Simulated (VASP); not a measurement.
# TiAl (Pm-3m) in VASP: further runs

Runs on TiAl. Level: r2SCAN. Tasks: relaxation of cell and atoms.

Program: VASP 6.6.1. These are calculated values, not measurements. Logs are shortened: lines on timing, memory, paths and dates and some standing lists are left out, and cuts for length are marked.

## (1) The cell of the first run

The structure is cubic, space group Pm-3m (No. 221). Conventional cell: a = 3.018 Å, b = 3.018 Å, c = 3.018 Å, α = 90.00°, β = 90.00°, γ = 90.00°. Within 3.4 Å of Ti (site symmetry m-3m) lie 8 Al at 2.61 Å and 6 Ti at 3.02 Å. Within 3.4 Å of Al (site symmetry m-3m) lie 8 Ti at 2.61 Å and 6 Al at 3.02 Å.

## (2) Relaxation of cell and atoms, r2SCAN, target pressure 20 GPa, at which the enthalpy is minimised

Input file POSCAR:

```
TiAl
1.0
    3.0180000000      0.0000000000      0.0000000000
    0.0000000000      3.0180000000      0.0000000000
    0.0000000000      0.0000000000      3.0180000000
Ti Al
1 1
Direct
    0.5000000000      0.5000000000      0.5000000000
    0.0000000000      0.0000000000      0.0000000000
```

Input file INCAR.step1:

```
SYSTEM = TiAl
PREC = Accurate
ENCUT = 600
ISMEAR = -1
SIGMA = 0.1
LREAL = .False.
LASPH = .True.
NELM = 100
GGA = PE
ALGO = Normal
EDIFF = 1E-4
LWAVE = .True.
LCHARG = .False.
```

Input file INCAR.step2:

```
SYSTEM = TiAl
PREC = Accurate
ENCUT = 600
EDIFF = 1E-6
ISMEAR = -1
SIGMA = 0.1
LREAL = .False.
LASPH = .True.
NELM = 100
ALGO = Normal
ISIF = 3
LWAVE = .False.
LCHARG = .False.
METAGGA = R2SCAN
LMIXTAU = .True.
IBRION = 2
NSW = 80
EDIFFG = -0.03
PSTRESS = 200.0
ISTART = 1
```

Input file KPOINTS:

```
Automatic mesh
0
Gamma
  6 6 6
  0 0 0
```

Potentials or basis: VASP PAW PBE potentials, release 64 (Ti_sv, Al).

Command:

```sh
$ cat potpaw_PBE.64/Ti_sv/POTCAR potpaw_PBE.64/Al/POTCAR > POTCAR
$ cp INCAR.step1 INCAR
$ mpirun -np 1 vasp_std > vasp.out
$ cp INCAR.step2 INCAR
$ mpirun -np 1 vasp_std > vasp.out
```

OUTCAR:

```text
SYSTEM = TiAl
   PREC = Accurate
   ENCUT = 600
   EDIFF = 1E-6
   ISMEAR = -1
   LREAL = .False.
   LASPH = .True.
   NELM = 100
   ISIF = 3
   METAGGA = R2SCAN
   IBRION = 2
   NSW = 80
   EDIFFG = -0.03
   PSTRESS = 200.0
   ISTART = 1

 ion  position               nearest neighbor table
   1  0.500  0.500  0.500-   2 2.61   2 2.61   2 2.61   2 2.61   2 2.61   2 2.61   2 2.61   2 2.61

   2  0.000  0.000  0.000-   1 2.61   1 2.61   1 2.61   1 2.61   1 2.61   1 2.61   1 2.61   1 2.61

  LATTYP: Found a simple cubic cell.
 ALAT       =     3.0180000000

  Lattice vectors:

 A1 = (   3.0180000000,   0.0000000000,   0.0000000000)
 A2 = (   0.0000000000,   3.0180000000,   0.0000000000)
 A3 = (   0.0000000000,   0.0000000000,   3.0180000000)

Analysis of symmetry for initial positions (statically):
=====================================================================
 Subroutine PRICEL returns:
 Original cell was already a primitive cell.

 Routine SETGRP: Setting up the symmetry group for a
 simple cubic supercell.

 Subroutine GETGRP returns: Found 48 space group operations
 (whereof 48 operations were pure point group operations)
 out of a pool of 48 trial point group operations.

The static configuration has the point symmetry O_h .

Analysis of symmetry for dynamics (positions and initial velocities):
=====================================================================
 Subroutine PRICEL returns:
 Original cell was already a primitive cell.

 Routine SETGRP: Setting up the symmetry group for a
 simple cubic supercell.

 Subroutine GETGRP returns: Found 48 space group operations
 (whereof 48 operations were pure point group operations)
 out of a pool of 48 trial point group operations.

The dynamic configuration has the point symmetry O_h .

 Subroutine INISYM returns: Found 48 space group operations
 (whereof 48 operations are pure point group operations),
 and found     1 'primitive' translations

----------------------------------------------------------------------------------------

                                     Primitive cell

  volume of cell :      27.4889

  direct lattice vectors                    reciprocal lattice vectors
     3.018000000  0.000000000  0.000000000     0.331345262  0.000000000  0.000000000
     0.000000000  3.018000000  0.000000000     0.000000000  0.331345262  0.000000000
     0.000000000  0.000000000  3.018000000     0.000000000  0.000000000  0.331345262

  length of vectors
     3.018000000  3.018000000  3.018000000     0.331345262  0.331345262  0.331345262

  position of ions in fractional coordinates (direct lattice)
     0.500000000  0.500000000  0.500000000
     0.000000000  0.000000000  0.000000000

  ion indices of the primitive-cell ions
   primitive index   ion index
                 1           1
                 2           2

----------------------------------------------------------------------------------------

 KPOINTS: Automatic mesh

Automatic generation of k-mesh.
 Grid dimensions read from file:
 generate k-points for:    6    6    6

 Generating k-lattice:

  Cartesian coordinates                     Fractional coordinates (reciprocal lattice)
     0.055224210  0.000000000  0.000000000     0.166666667  0.000000000  0.000000000
     0.000000000  0.055224210  0.000000000     0.000000000  0.166666667  0.000000000
     0.000000000  0.000000000  0.055224210     0.000000000  0.000000000  0.166666667

  Length of vectors
     0.055224210  0.055224210  0.055224210

  Shift w.r.t. Gamma in fractional coordinates (k-lattice)
     0.000000000  0.000000000  0.000000000

 Subroutine IBZKPT returns following result:
 ===========================================

 Found     20 irreducible k-points:

 Following reciprocal coordinates:
            Coordinates               Weight
  0.000000  0.000000  0.000000      1.000000
  0.166667  0.000000  0.000000      6.000000
  0.333333  0.000000  0.000000      6.000000
  0.500000  0.000000  0.000000      3.000000
  0.166667  0.166667  0.000000     12.000000
  0.333333  0.166667  0.000000     24.000000
[... 12 lines left out ...]
  0.500000  0.500000  0.333333      6.000000
  0.500000  0.500000  0.500000      1.000000
   k-points           NKPTS =     20   k-points in BZ     NKDIM =     20   number of bands    NBANDS=     11
   number of dos      NEDOS =    301   number of ions     NIONS =      2
   total plane-waves  NPLWV =  13824
   dimension x,y,z NGX =    24 NGY =   24 NGZ =   24
   dimension x,y,z NGXF=    48 NGYF=   48 NGZF=   48
   ions per type =               1   1
   NGX,Y,Z   is equivalent  to a cutoff of  13.22, 13.22, 13.22 a.u.
   NGXF,Y,Z  is equivalent  to a cutoff of  26.44, 26.44, 26.44 a.u.
 SYSTEM =  TiAl
   PREC   = accura    normal or accurate (medium, high low for compatibility)
   ISTART =      1    job   : 0-new  1-cont  2-samecut
   ICHARG =      0    charge: 1-file 2-atom 10-const
   ISPIN  =      1    spin polarized calculation?
   LNONCOLLINEAR =      F non collinear calculations
   LSORBIT =      F    spin-orbit coupling
   LASPH  =      T    aspherical Exc in radial PAW
   ENCUT  =  600.0 eV  44.10 Ry    6.64 a.u.   6.03  6.03  6.03*2*pi/ulx,y,z
   NELM   =    100;   NELMIN=  2; NELMDL=  0     # of ELM steps
   EDIFF  = 0.1E-05   stopping-criterion for ELM
   LREAL  =      F    real-space projection
   EDIFFG = -.3E-01   stopping-criterion for IOM
   NSW    =     80    number of steps for IOM
   IBRION =      2    ionic relax: 0-MD 1-quasi-New 2-CG
   NFREE  =      1    steps in history (QN), initial steepest desc. (CG)
   ISIF   =      3    stress and relaxation
   ISYM   =      2    0-nonsym 1-usesym 2-fastsym
   POTIM  = 0.5000    time-step for ionic-motion
   TEBEG  =    0.0;   TEEND  =   0.0 temperature during run
   PSTRESS=  200.0 pullay stress
   NELECT =      15.0000    total number of electrons
   NUPDOWN=      -1.0000    fix difference up-down
   EMIN   =  10.00;   EMAX   =-10.00  energy-range for DOS
   EFERMI =   0.00;   METHOD = LEGACY
   ISMEAR =    -1;   SIGMA  =   0.10  broadening in eV -4-tet -1-fermi 0-gaus
   EFERMI_NEDOS =   21; number of points for ismear=-14 and -15
   IALGO  =     38    algorithm
   IMIX   =      4    mixing-type and parameters
     AMIX     =   0.40;   BMIX     =  1.00
     AMIX_MAG =   1.60;   BMIX_MAG =  1.00
  volume/ion in A,a.u.               =      13.74        92.75
  Fermi-wavevector in a.u.,A,eV,Ry     =   1.337784  2.528045 24.349887  1.789666
  Thomas-Fermi vector in A             =   2.466306
   LORBIT       =      0    0 simple, 1 ext, 2 COOP (PROOUT), +10 PAW based schemes
   METAGGA = R2SCAN    functional components
   LHFCALC =     F    Hartree Fock is set to
   AEXX    =    0.0000 exact exchange contribution
   IVDW    =     0    specifies the selected vdW correction
   LEPSILON=     F    determine dielectric tensor
   LRPA    =     F    only Hartree local field effects (RPA)
 conjugate gradient relaxation of ions
 non-spin polarized calculation
  energy-cutoff  :      600.00
  volume of cell :       27.49
 maximum number of plane-waves:       931
   NGX = 13   NGY = 13   NGZ = 13

--------------------------------------- Ionic step        1  -------------------------------------------

 number of electron      14.9999999 magnetization

 Free energy of the ion-electron system (eV)
  ---------------------------------------------------
  ext. energy  EPLUGINS =         0.00000000
  ---------------------------------------------------
  free energy    TOTEN  =       -20.04567924 eV

  energy without entropy =      -19.99754768  energy(sigma->0) =      -20.02161346

------------------------ aborting loop because EDIFF is reached ----------------------------------------

  FORCE on cell =-STRESS in cart. coord.  units (eV):
  Direction    XX          YY          ZZ          XY          YZ          ZX
  --------------------------------------------------------------------------------------
  -------------------------------------------------------------------------------------
  Total        4.1332614      4.1332614      4.1332614     -0.0000000      0.0000000      0.0000000
  in kB      240.9049612    240.9049612    240.9049612     -0.0000000      0.0000000      0.0000000
  external PRESSURE =      40.9049612 kB  Pullay stress =     200.0000000 kB

 VOLUME and BASIS-vectors are now :
 -----------------------------------------------------------------------------
  energy-cutoff  :      600.00
  volume of cell :       27.49
      direct lattice vectors                 reciprocal lattice vectors
     3.018000000  0.000000000  0.000000000     0.331345262  0.000000000  0.000000000
     0.000000000  3.018000000  0.000000000     0.000000000  0.331345262  0.000000000
     0.000000000  0.000000000  3.018000000     0.000000000  0.000000000  0.331345262
[... 46 lines left out ...]
  FREE ENERGIE OF THE ION-ELECTRON SYSTEM (eV)
  ---------------------------------------------------
  free  energy   TOTEN  =       -20.2152933512 eV

  energy  without entropy=      -20.1645759257  energy(sigma->0) =      -20.18993464

  enthalpy is  TOTEN    =       -16.6066109036 eV   P V=        3.6086824475

--------------------------------------- Ionic step        3  -------------------------------------------

 number of electron      15.0000007 magnetization

 Free energy of the ion-electron system (eV)
  ---------------------------------------------------
  ext. energy  EPLUGINS =         0.00000000
  ---------------------------------------------------
  free energy    TOTEN  =       -20.12493323 eV

  energy without entropy =      -20.07581631  energy(sigma->0) =      -20.10037477

 E-fermi :  10.3442     XC(G=0): -12.5401

 val. band max:       10.2611753575   @ k =   0.3333   0.3333   0.1667
 cond. band min:      10.4510769536   @ k =   0.3333   0.1667   0.1667
 fundamental gap:      0.1899015961
 Fermi energy:        10.3441820132

 k-point     1 :       0.0000    0.0000    0.0000
  band No.  band energies     occupation
      1     -48.6279      2.00000
      2     -23.7697      2.00000
      3     -23.7697      2.00000
      4     -23.7697      2.00000
      5      -0.1274      2.00000
      6       8.3481      2.00000
      7       8.3481      2.00000
      8      12.7331      0.00000
      9      12.7331      0.00000
     10      12.7331      0.00000
     11      15.7081      0.00000

 k-point     2 :       0.1667    0.0000    0.0000
  band No.  band energies     occupation
      1     -48.6205      2.00000
      2     -23.8463      2.00000
      3     -23.7631      2.00000
      4     -23.7631      2.00000
      5       0.3893      2.00000
      6       8.0593      2.00000
      7       8.5934      2.00000
      8      11.9799      0.00000
      9      11.9799      0.00000
     10      12.7980      0.00000
     11      14.3515      0.00000
[... 272 lines left out ...]
 POSITION                                       TOTAL-FORCE (eV/Angst)
 -----------------------------------------------------------------------------------
      1.51949      1.51949      1.51949         0.000000      0.000000      0.000000
      0.00000      0.00000      0.00000        -0.000000      0.000000      0.000000
 -----------------------------------------------------------------------------------
    total drift:                                0.000000     -0.000000     -0.000000

  FREE ENERGIE OF THE ION-ELECTRON SYSTEM (eV)
  ---------------------------------------------------
  free  energy   TOTEN  =       -20.1249332315 eV

  energy  without entropy=      -20.0758163076  energy(sigma->0) =      -20.10037477

  enthalpy is  TOTEN    =       -16.6214226332 eV   P V=        3.5035105983

 reached required accuracy - stopping structural energy minimisation
```

Wall time 28 s (1 thread of Intel Xeon 6975P-C (Granite Rapids), shared host); peak memory 0.15 GiB.

What came out:

| Item | Value |
| --- | --- |
| Free energy | -20.1249 eV |
| Relaxed volume | 14.03 Å³/atom |
| Relaxed cell | a = 3.039 Å, b = 3.039 Å, c = 3.039 Å, α = 90.00°, β = 90.00°, γ = 90.00° |
| Space group after relaxing (to 0.05 Å) | Pm-3m (No. 221) |
| Energy change on relaxing (the enthalpy is what falls) | -39.6 meV/atom |
| Ionic steps | 3 |
| Pressure after relaxing | 19.9 GPa |

The path:
```tsv
step	energy change (eV)	largest force (eV/Å)	pressure (GPa)	volume (Å³)
1	0.0000	0.0000	24.09	27.49
2	-0.1696	0.0000	14.48	28.91
3	-0.0793	0.0000	19.95	28.07
```

Final structure:
```
Ti Al
1.0
     3.03898    0.00000    0.00000
     0.00000    3.03898    0.00000
     0.00000    0.00000    3.03898
Ti Al
1 1
Direct
  0.50000 0.50000 0.50000
  0.00000 0.00000 0.00000
```

Caveat: the cell is relaxed towards a set pressure, so the enthalpy falls and the energy may rise; the PAW data sets were made with another functional, which shifts forces and pressure a little.

## (3) Relaxation of cell and atoms, r2SCAN, target pressure 40 GPa, at which the enthalpy is minimised

POSCAR is that of step 2.

Input file INCAR.step1:

```
SYSTEM = TiAl
ALGO = Normal
EDIFF = 1E-4
ENCUT = 600
GGA = PE
ISMEAR = -1
LASPH = .True.
LCHARG = .False.
LREAL = .False.
LWAVE = .True.
NELM = 80
PREC = Accurate
SIGMA = 0.1
```

Input file INCAR.step2:

```
SYSTEM = TiAl
ALGO = Normal
EDIFF = 1E-7
EDIFFG = -0.03
ENCUT = 600
IBRION = 2
ISIF = 3
ISMEAR = -1
ISTART = 1
LASPH = .True.
LCHARG = .False.
LMIXTAU = .True.
LREAL = .False.
LWAVE = .False.
METAGGA = R2SCAN
NELM = 80
NSW = 80
PREC = Accurate
PSTRESS = 400.0
SIGMA = 0.1
```

Input file KPOINTS:

```
k-points
0
Gamma
  6 6 6
  0 0 0
```

Potentials or basis: VASP PAW PBE potentials, release 64 (Ti_sv, Al).

Command:

```sh
$ cat potpaw_PBE.64/Ti_sv/POTCAR potpaw_PBE.64/Al/POTCAR > POTCAR
$ cp INCAR.step1 INCAR
$ mpirun -np 1 vasp_std > vasp.out
$ cp INCAR.step2 INCAR
$ mpirun -np 1 vasp_std > vasp.out
```

Wall time 45 s (1 thread of Intel Xeon 6975P-C (Granite Rapids), shared host); peak memory 0.15 GiB.

The run converged. Its results:

* Free energy: -19.6873 eV
* Relaxed volume: 12.84 Å³/atom
* Relaxed cell: a = 2.950 Å, b = 2.950 Å, c = 2.950 Å, α = 90.00°, β = 90.00°, γ = 90.00°
* Space group after relaxing (to 0.05 Å): Pm-3m (No. 221)
* Energy change on relaxing (the enthalpy is what falls): +179.2 meV/atom
* Ionic steps: 4
* Pressure after relaxing: 39.9 GPa

The path:
```csv
step,energy change (eV),largest force (eV/Å),pressure (GPa),volume (Å³)
1,0.0000,0.0000,24.08,27.49
2,1.5775,0.0000,83.63,22.41
3,0.3406,0.0000,39.20,25.75
4,0.3584,0.0000,39.92,25.67
```

Final structure:
```cif
data_structure
_symmetry_space_group_name_H-M 'P 1'
_symmetry_Int_Tables_number 1
_cell_length_a 2.9500
_cell_length_b 2.9500
_cell_length_c 2.9500
_cell_angle_alpha 90.000
_cell_angle_beta 90.000
_cell_angle_gamma 90.000
_cell_volume 25.67
loop_
_atom_site_label
_atom_site_type_symbol
_atom_site_fract_x
_atom_site_fract_y
_atom_site_fract_z
_atom_site_occupancy
Ti1 Ti 0.50000 0.50000 0.50000 1
Al1 Al 0.00000 0.00000 0.00000 1
```

Levels at points of the mesh, in eV from the Fermi level:
```csv
k point,band 4,band 5,band 6,band 7,band 8,band 9,band 10,band 11
"(0.00, 0.00, 0.00)",-33.88,-10.83,-2.27,-2.27,2.65,2.65,2.65,5.96
"(0.50, 0.00, 0.00)",-33.85,-6.63,-6.23,-0.95,0.36,0.36,2.96,4.24
"(0.50, 0.50, 0.00)",-33.81,-5.93,-2.33,-2.33,-1.93,1.00,1.00,3.82
"(0.50, 0.50, 0.50)",-34.17,-4.04,-4.04,-4.04,2.49,3.70,3.70,3.70
```

Caveat: the cell is relaxed towards a set pressure, so the enthalpy falls and the energy may rise; the PAW data sets were made with another functional, which shifts forces and pressure a little.

## (4) Relaxation of cell and atoms, r2SCAN, target pressure 60 GPa, at which the enthalpy is minimised

POSCAR is that of step 3.

Input file INCAR.step1:

```
PREC = Accurate
ENCUT = 600
ISMEAR = -1
SIGMA = 0.1
LREAL = False
LASPH = True
NELM = 60
GGA = PE
ALGO = Normal
EDIFF = 1E-4
LWAVE = True
LCHARG = False
```

Input file INCAR.step2:

```
PREC = Accurate
ENCUT = 600
EDIFF = 1E-6
ISMEAR = -1
SIGMA = 0.1
LREAL = False
LASPH = True
NELM = 60
ALGO = Normal
ISIF = 3
LWAVE = False
LCHARG = False
METAGGA = R2SCAN
LMIXTAU = True
IBRION = 2
NSW = 80
EDIFFG = -0.03
PSTRESS = 600.0
ISTART = 1
```

Input file KPOINTS:

```
regular mesh
0
Gamma
  6 6 6
```

Command:

```sh
$ cat potpaw_PBE.64/Ti_sv/POTCAR potpaw_PBE.64/Al/POTCAR > POTCAR
$ cp INCAR.step1 INCAR
$ mpirun -np 1 vasp_std > vasp.out
$ cp INCAR.step2 INCAR
$ mpirun -np 1 vasp_std > vasp.out
```

It took 50 s on 1 thread of Intel Xeon 6975P-C (Granite Rapids), shared host; peak memory 0.15 GiB.

Results (log left out):

- Free energy: -19.1550 eV
- Relaxed volume: 11.97 Å³/atom
- Relaxed cell: a = 2.882 Å, b = 2.882 Å, c = 2.882 Å, α = 90.00°, β = 90.00°, γ = 90.00°
- Space group after relaxing (to 0.05 Å): Pm-3m (No. 221)
- Energy change on relaxing (the enthalpy is what falls): +445.3 meV/atom
- Ionic steps: 5
- Pressure after relaxing: 60.0 GPa

The path:
```
step  energy change (eV)  largest force (eV/Å)  pressure (GPa)  volume (Å³)
   1              0.0000                0.0000           24.09        27.49
   2              6.6981                0.0000          244.43        16.96
   3              0.7316                0.0000           54.18        24.40
   4              0.8588                0.0000           58.85        24.04
   5              0.8906                0.0000           59.96        23.95
```

Final structure:
```
Ti Al
1.0
     2.88249    0.00000    0.00000
     0.00000    2.88249    0.00000
     0.00000    0.00000    2.88249
Ti Al
1 1
Cartesian
  1.4412 1.4412 1.4412
  0.0000 0.0000 0.0000
```

Levels at points of the mesh, in eV from the Fermi level:
```tsv
k point	band 4	band 5	band 6	band 7	band 8	band 9	band 10	band 11
(0.00, 0.00, 0.00)	-33.70	-11.08	-2.50	-2.50	2.86	2.86	2.86	6.49
(0.50, 0.00, 0.00)	-33.65	-6.60	-6.40	-1.06	0.39	0.39	3.21	4.67
(0.50, 0.50, 0.00)	-33.60	-6.16	-2.22	-2.22	-2.02	1.04	1.04	4.18
(0.50, 0.50, 0.50)	-34.06	-4.28	-4.28	-4.28	3.08	4.07	4.07	4.07
```

Caveat: the cell is relaxed towards a set pressure, so the enthalpy falls and the energy may rise; the PAW data sets were made with another functional, which shifts forces and pressure a little.

## (5) The runs side by side

| cell | gap on the mesh (eV) | pressure (GPa) |
| --- | --- | --- |
| relaxed to 20 GPa | none | 19.9 |
| relaxed to 40 GPa | none | 39.9 |
| relaxed to 60 GPa | none | 60.0 |

Alike in all rows: task relaxation of cell and atoms; level r2SCAN; potentials or basis VASP PAW PBE potentials, release 64 (Ti_sv, Al); no spin polarisation; k mesh 6 × 6 × 6; cutoff (eV) 600; smearing fermi-dirac 0.1 eV.

Caveats: the cell is relaxed towards a set pressure, so the enthalpy falls and the energy may rise; the PAW data sets were made with another functional, which shifts forces and pressure a little.

Total energies depend on the potentials used, so only differences within one code and one set of settings carry meaning.
